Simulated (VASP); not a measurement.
Runs of VASP 6.6.1 on BeTe. The structure is that of space group F-43m (No. 216), or close to it. The cells are those of the table. 

```csv
cell,gap on the mesh (eV),pressure (GPa)
"a = 3.891 Å, angles 60.0°, 2 atoms",1.79,6.1
"a = 3.969 Å, angles 60.0°, 2 atoms",1.95,1.8
"a = 3.930 Å, angles 60.0°, 2 atoms",(a),(c)
"a = 3.851 Å, angles 60.0°, 2 atoms",1.70,(b)
"a = 4.007 Å, angles 60.0°, 2 atoms",2.02,0.1
```

Alike in all rows: task single point; level PBE; potentials or basis VASP PAW PBE potentials, release 64 (Be, Te); no spin polarisation; k mesh 6 × 6 × 6; cutoff (eV) 600; smearing gaussian 0.01 eV.

Estimate the missing entries.

(a) 1.87; (b) 8.7; (c) 3.8.

Caveats: spin-orbit coupling is left out, which moves the levels of the heavy elements.

A k mesh can miss the band edges, and the runs leave out spin-orbit coupling on Te.
